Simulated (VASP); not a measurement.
# C (P6_3/mmc) in VASP: settings compared

Aim: see how the results for C move with the level of theory and the settings. Levels: LDA, SVWN5. Tasks: single point.

Program: VASP 6.6.1. These are calculated values, not measurements. Logs are shortened: lines on timing, memory, paths and dates and some standing lists are left out, and cuts for length are marked.

## (1) The cell of the first run

The structure is hexagonal, space group P6_3/mmc (No. 194). Conventional cell: a = 2.488 Å, b = 2.488 Å, c = 8.126 Å, α = 90.00°, β = 90.00°, γ = 120.00°. Within 2.0 Å of C (site symmetry 3m) lie 4 C at 1.52 Å. Within 2.0 Å of C (site symmetry 3m) lie 4 C at 1.52 Å.

## (2) Single point, LDA

The input, INCAR:

```
SYSTEM = C
PREC = Accurate
ENCUT = 1300
EDIFF = 1E-6
ISMEAR = -1
SIGMA = 0.05
LREAL = .False.
LASPH = .True.
NELM = 120
ALGO = Normal
ISIF = 2
LWAVE = .False.
LCHARG = .False.
GGA = CA
NBANDS = 26
GGA_COMPAT = .False.
```

The input, KPOINTS:

```
regular mesh
0
Gamma
  12 12 4
  0 0 0
```

The input, POSCAR:

```
C
1.0
    2.4880133891      0.0000000000      0.0000000000
   -1.2440066945      2.1546827999      0.0000000000
    0.0000000000      0.0000000000      8.1257741910
C
8
Direct
    0.6666666667      0.3333333333      0.8437500000
    0.3333333333      0.6666666667      0.3437500000
    0.6666666667      0.3333333333      0.6562500000
    0.3333333333      0.6666666667      0.1562500000
    0.0000000000      0.0000000000      0.9062500000
    0.0000000000      0.0000000000      0.4062500000
    0.0000000000      0.0000000000      0.5937500000
    0.0000000000      0.0000000000      0.0937500000
```

Potentials or basis: VASP PAW LDA potentials, release 64 (C_h).

On the command line:

```console
> cat potpaw_LDA.64/C_h/POTCAR > POTCAR
> mpirun -np 1 vasp_std > vasp.out
```

OUTCAR:

```text
SYSTEM = C
   PREC = Accurate
   ENCUT = 1300
   EDIFF = 1E-6
   ISMEAR = -1
   LREAL = .False.
   LASPH = .True.
   NELM = 120
   ISIF = 2
   GGA = CA

 ion  position               nearest neighbor table
   1  0.667  0.333  0.844-   3 1.52   5 1.52   5 1.52   5 1.52
   2  0.333  0.667  0.344-   4 1.52   6 1.52   6 1.52   6 1.52
   3  0.667  0.333  0.656-   1 1.52   7 1.52   7 1.52   7 1.52
   4  0.333  0.667  0.156-   2 1.52   8 1.52   8 1.52   8 1.52
   5  0.000  0.000  0.906-   8 1.52   1 1.52   1 1.52   1 1.52
   6  0.000  0.000  0.406-   7 1.52   2 1.52   2 1.52   2 1.52
   7  0.000  0.000  0.594-   6 1.52   3 1.52   3 1.52   3 1.52
   8  0.000  0.000  0.094-   5 1.52   4 1.52   4 1.52   4 1.52

  LATTYP: Found a hexagonal cell.
 ALAT       =     2.4880133891
 C/A-ratio  =     3.2659688355

  Lattice vectors:

 A1 = (   2.4880133891,   0.0000000000,   0.0000000000)
 A2 = (  -1.2440066945,   2.1546827999,   0.0000000000)
 A3 = (   0.0000000000,   0.0000000000,   8.1257741910)

Analysis of symmetry for initial positions (statically):
=====================================================================
 Subroutine PRICEL returns:
 Original cell was already a primitive cell.

 Routine SETGRP: Setting up the symmetry group for a
 hexagonal supercell.

 Subroutine GETGRP returns: Found 24 space group operations
 (whereof 12 operations were pure point group operations)
 out of a pool of 24 trial point group operations.

The static configuration has the point symmetry D_3d.
 The point group associated with its full space group is D_6h.

Analysis of symmetry for dynamics (positions and initial velocities):
=====================================================================
 Subroutine PRICEL returns:
 Original cell was already a primitive cell.

 Routine SETGRP: Setting up the symmetry group for a
 hexagonal supercell.

 Subroutine GETGRP returns: Found 24 space group operations
 (whereof 12 operations were pure point group operations)
 out of a pool of 24 trial point group operations.

The dynamic configuration has the point symmetry D_3d.
 The point group associated with its full space group is D_6h.

 Subroutine INISYM returns: Found 24 space group operations
 (whereof 12 operations are pure point group operations),
 and found     1 'primitive' translations

----------------------------------------------------------------------------------------

                                     Primitive cell

  volume of cell :      43.5613

  direct lattice vectors                    reciprocal lattice vectors
     2.488013389  0.000000000  0.000000000     0.401927097  0.232052718  0.000000000
    -1.244006694  2.154682800  0.000000000     0.000000000  0.464105436  0.000000000
     0.000000000  0.000000000  8.125774191     0.000000000  0.000000000  0.123065197

  length of vectors
     2.488013389  2.488013389  8.125774191     0.464105436  0.464105436  0.123065197

  position of ions in fractional coordinates (direct lattice)
     0.666666667  0.333333333  0.843750000
     0.333333333  0.666666667  0.343750000
     0.666666667  0.333333333  0.656250000
     0.333333333  0.666666667  0.156250000
     0.000000000  0.000000000  0.906250000
     0.000000000  0.000000000  0.406250000
     0.000000000  0.000000000  0.593750000
     0.000000000  0.000000000  0.093750000

  ion indices of the primitive-cell ions
   primitive index   ion index
                 1           1
                 2           2
                 3           3
                 4           4
                 5           5
                 6           6
                 7           7
                 8           8

----------------------------------------------------------------------------------------

 KPOINTS: regular mesh

Automatic generation of k-mesh.
 Grid dimensions read from file:
 generate k-points for:   12   12    4

 Generating k-lattice:

  Cartesian coordinates                     Fractional coordinates (reciprocal lattice)
     0.033493925  0.019337726  0.000000000     0.083333333 -0.000000000  0.000000000
     0.000000000  0.038675453  0.000000000     0.000000000  0.083333333  0.000000000
     0.000000000  0.000000000  0.030766299     0.000000000  0.000000000  0.250000000

  Length of vectors
     0.038675453  0.038675453  0.030766299

  Shift w.r.t. Gamma in fractional coordinates (k-lattice)
     0.000000000  0.000000000  0.000000000

 Subroutine IBZKPT returns following result:
 ===========================================

 Found     57 irreducible k-points:

 Following reciprocal coordinates:
            Coordinates               Weight
  0.000000  0.000000  0.000000      1.000000
  0.083333  0.000000  0.000000      6.000000
  0.166667  0.000000  0.000000      6.000000
  0.250000  0.000000  0.000000      6.000000
  0.333333  0.000000  0.000000      6.000000
  0.416667  0.000000  0.000000      6.000000
[... 16 lines left out ...]
  0.250000  0.000000  0.250000     12.000000
  0.333333  0.000000  0.250000     12.000000
 [... further k-points ...]
   k-points           NKPTS =     57   k-points in BZ     NKDIM =     57   number of bands    NBANDS=     26
   number of dos      NEDOS =    301   number of ions     NIONS =      8
   total plane-waves  NPLWV =  86400
   dimension x,y,z NGX =    30 NGY =   30 NGZ =   96
   dimension x,y,z NGXF=    60 NGYF=   60 NGZF=  192
   ions per type =               8
   NGX,Y,Z   is equivalent  to a cutoff of  20.05, 20.05, 19.64 a.u.
   NGXF,Y,Z  is equivalent  to a cutoff of  40.09, 40.09, 39.28 a.u.
 SYSTEM =  C
   PREC   = accura    normal or accurate (medium, high low for compatibility)
   ISTART =      0    job   : 0-new  1-cont  2-samecut
   ICHARG =      2    charge: 1-file 2-atom 10-const
   ISPIN  =      1    spin polarized calculation?
   LNONCOLLINEAR =      F non collinear calculations
   LSORBIT =      F    spin-orbit coupling
   LASPH  =      T    aspherical Exc in radial PAW
   ENCUT  = 1300.0 eV  95.55 Ry    9.77 a.u.   7.31  7.31 23.89*2*pi/ulx,y,z
   NELM   =    120;   NELMIN=  2; NELMDL= -5     # of ELM steps
   EDIFF  = 0.1E-05   stopping-criterion for ELM
   LREAL  =      F    real-space projection
   EDIFFG = 0.1E-04   stopping-criterion for IOM
   NSW    =      0    number of steps for IOM
   IBRION =     -1    ionic relax: 0-MD 1-quasi-New 2-CG
   NFREE  =      0    steps in history (QN), initial steepest desc. (CG)
   ISIF   =      2    stress and relaxation
   ISYM   =      2    0-nonsym 1-usesym 2-fastsym
   POTIM  = 0.5000    time-step for ionic-motion
   TEBEG  =    0.0;   TEEND  =   0.0 temperature during run
   PSTRESS=    0.0 pullay stress
   NELECT =      32.0000    total number of electrons
   NUPDOWN=      -1.0000    fix difference up-down
   EMIN   =  10.00;   EMAX   =-10.00  energy-range for DOS
   EFERMI =   0.00;   METHOD = LEGACY
   ISMEAR =    -1;   SIGMA  =   0.05  broadening in eV -4-tet -1-fermi 0-gaus
   EFERMI_NEDOS =   21; number of points for ismear=-14 and -15
   IALGO  =     38    algorithm
   IMIX   =      4    mixing-type and parameters
     AMIX     =   0.40;   BMIX     =  1.00
     AMIX_MAG =   1.60;   BMIX_MAG =  1.00
  volume/ion in A,a.u.               =       5.45        36.75
  Fermi-wavevector in a.u.,A,eV,Ry     =   1.477150  2.791408 29.687527  2.181972
  Thomas-Fermi vector in A             =   2.591589
   LORBIT       =      0    0 simple, 1 ext, 2 COOP (PROOUT), +10 PAW based schemes
   GGA     = CA    functional components
   LHFCALC =     F    Hartree Fock is set to
   AEXX    =    0.0000 exact exchange contribution
   IVDW    =     0    specifies the selected vdW correction
   LEPSILON=     F    determine dielectric tensor
   LRPA    =     F    only Hartree local field effects (RPA)
 non-spin polarized calculation
  energy-cutoff  :     1300.00
  volume of cell :       43.56
 maximum number of plane-waves:      4692
 NGX is ok and might be reduce to    30
   NGX = 15   NGY = 15   NGZ = 47

 number of electron      32.0000000 magnetization

 Free energy of the ion-electron system (eV)
  ---------------------------------------------------
  ext. energy  EPLUGINS =         0.00000000
  ---------------------------------------------------
  free energy    TOTEN  =       -80.96181674 eV

  energy without entropy =      -80.96181674  energy(sigma->0) =      -80.96181674

 E-fermi :  12.6671     XC(G=0): -13.8502

 val. band max:       11.6651472269   @ k =   0.0000   0.0000   0.0000
 cond. band min:      16.1446972050   @ k =   0.4167   0.0000   0.0000
 fundamental gap:      4.4795499781
 Fermi energy:        12.6670746269

 k-point     1 :       0.0000    0.0000    0.0000
  band No.  band energies     occupation
      1     -10.3644      2.00000
      2      -8.6243      2.00000
      3      -8.5727      2.00000
      4      -4.2504      2.00000
      5      -2.3225      2.00000
      6       4.7779      2.00000
[... 18 lines left out ...]
     25      20.2904      0.00000
     26      20.6023      0.00000

 k-point     2 :       0.0833    0.0000    0.0000
  band No.  band energies     occupation
      1     -10.1893      2.00000
      2      -8.4524      2.00000
      3      -8.4001      2.00000
      4      -4.0963      2.00000
      5      -2.1569      2.00000
      6       4.8627      2.00000
[... 18 lines left out ...]
     25      20.6640      0.00000
     26      21.1187      0.00000

 k-point     3 :       0.1667    0.0000    0.0000
  band No.  band energies     occupation
      1      -9.6657      2.00000
      2      -7.9390      2.00000
      3      -7.8839      2.00000
      4      -3.6360      2.00000
      5      -1.6706      2.00000
      6       5.0310      2.00000
[... 572 lines left out ...]
 k-point    23 :       0.2500    0.0000    0.2500
  band No.  band energies     occupation
      1      -8.6899      2.00000
      2      -7.8175      2.00000
      3      -6.1041      2.00000
      4      -3.7187      2.00000
      5       0.0695      2.00000
      6       3.1442      2.00000
[... 18 lines left out ...]
     25      22.1406      0.00000
     26      23.5411      0.00000

 k-point    24 :       0.3333    0.0000    0.2500
  band No.  band energies     occupation
      1      -7.4964      2.00000
      2      -6.6374      2.00000
      3      -4.9584      2.00000
      4      -2.6522      2.00000
      5       0.3031      2.00000
      6       1.2203      2.00000
[... 18 lines left out ...]
     25      22.3231      0.00000
     26      24.4226      0.00000

 [... further k-points ...]

------------------------ aborting loop because EDIFF is reached ----------------------------------------

  FORCE on cell =-STRESS in cart. coord.  units (eV):
  Direction    XX          YY          ZZ          XY          YZ          ZX
  --------------------------------------------------------------------------------------
  -------------------------------------------------------------------------------------
  Total        0.6319541      0.6319541      4.4075904      0.0000000      0.0000000      0.0000000
  in kB       23.2431688     23.2431688    162.1104458      0.0000000      0.0000000      0.0000000
  external PRESSURE =      69.5322611 kB  Pullay stress =       0.0000000 kB

 VOLUME and BASIS-vectors are now :
 -----------------------------------------------------------------------------
  energy-cutoff  :     1300.00
  volume of cell :       43.56
      direct lattice vectors                 reciprocal lattice vectors
     2.488013389  0.000000000  0.000000000     0.401927097  0.232052718  0.000000000
    -1.244006694  2.154682800  0.000000000     0.000000000  0.464105436  0.000000000
     0.000000000  0.000000000  8.125774191     0.000000000  0.000000000  0.123065197

 POSITION                                       TOTAL-FORCE (eV/Angst)
 -----------------------------------------------------------------------------------
      1.24401      0.71823      6.85612        -0.000000     -0.000000      0.348629
     -0.00000      1.43646      2.79323        -0.000000      0.000000      0.348629
      1.24401      0.71823      5.33254         0.000000     -0.000000     -0.348629
     -0.00000      1.43646      1.26965         0.000000      0.000000     -0.348629
      0.00000      0.00000      7.36398         0.000000     -0.000000      0.358737
      0.00000      0.00000      3.30110        -0.000000      0.000000      0.358737
      0.00000      0.00000      4.82468         0.000000      0.000000     -0.358737
      0.00000      0.00000      0.76179         0.000000      0.000000     -0.358737
 -----------------------------------------------------------------------------------
    total drift:                                0.000000     -0.000000      0.000000

  FREE ENERGIE OF THE ION-ELECTRON SYSTEM (eV)
  ---------------------------------------------------
  free  energy   TOTEN  =       -80.9618167421 eV

  energy  without entropy=      -80.9618167421  energy(sigma->0) =      -80.96181674
```

Wall time 3.1 min (1 thread of Intel Xeon Platinum 8375C at 2.90GHz (Ice Lake), shared host); peak memory 0.32 GiB.

What came out:

* Free energy: -80.9618 eV
* Pressure: 7.0 GPa
* Largest force: 0.359 eV/Å
* Band gap on the k mesh: 4.48 eV (least direct gap 5.23 eV)

Forces on the atoms (eV/Å):
```
C    0.000  0.000  0.349
C    0.000  0.000  0.349
C    0.000  0.000 -0.349
C    0.000  0.000 -0.349
C    0.000  0.000  0.359
C    0.000  0.000  0.359
C    0.000  0.000 -0.359
C    0.000  0.000 -0.359
```

Caveat: the stress differs along the axes, from 2 to 16 GPa. A k mesh can miss the band edges.

## (3) Single point, SVWN5

This run uses another cell than the first one, of 5.51 Å³/atom.

The input, INCAR:

```
PREC = Accurate
ENCUT = 1300
EDIFF = 1E-6
ISMEAR = -1
SIGMA = 0.05
LREAL = F
LASPH = T
NELM = 120
ALGO = Normal
ISIF = 2
LWAVE = F
LCHARG = F
GGA = VW
NBANDS = 26
GGA_COMPAT = F
```

The input, KPOINTS:

```
regular mesh
0
Gamma
  12 12 4
```

The input, POSCAR:

```
C
1.0
    2.4892807220      0.0000000000      0.0000000000
   -1.2446403610      2.1557803424      0.0000000000
    0.0000000000      0.0000000000      8.2131280301
C
8
Direct
    0.6666666667      0.3333333333      0.8444560773
    0.3333333333      0.6666666667      0.3444560773
    0.6666666667      0.3333333333      0.6555439227
    0.3333333333      0.6666666667      0.1555439227
    0.0000000000      0.0000000000      0.9070657080
    0.0000000000      0.0000000000      0.4070657080
    0.0000000000      0.0000000000      0.5929342920
    0.0000000000      0.0000000000      0.0929342920
```

Potentials or basis: VASP PAW PBE potentials, release 64 (C_h).

On the command line:

```console
> cat potpaw_PBE.64/C_h/POTCAR > POTCAR
> mpirun -np 1 vasp_std > vasp.out
```

Run time: 81 s. Hardware: 1 thread of Intel Xeon 6975P-C (Granite Rapids), shared host; peak memory 0.33 GiB.

Results (log left out):

| Property | Result |
| --- | --- |
| Free energy | -81.2292 eV |
| Pressure | 0.9 GPa |
| Band gap on the k mesh | 4.59 eV (least direct gap 5.33 eV) |

Levels at points of the mesh, in eV from the valence-band top:
```
           k point  band 14  band 15  band 16  band 17  band 18  band 19
(0.00, 0.00, 0.00)    -0.24     0.00     0.00     5.33     5.33     5.50
(0.50, 0.00, 0.00)    -4.78    -3.79    -3.04     4.65     5.65     6.04
(0.00, 0.00, 0.50)    -0.67    -0.67    -0.67     6.11     6.11     6.11
(0.50, 0.00, 0.50)    -4.85    -3.76    -3.76     4.99     4.99     6.99
```

Caveat: the PAW data sets were made with another functional, which shifts forces and pressure a little. A k mesh can miss the band edges.
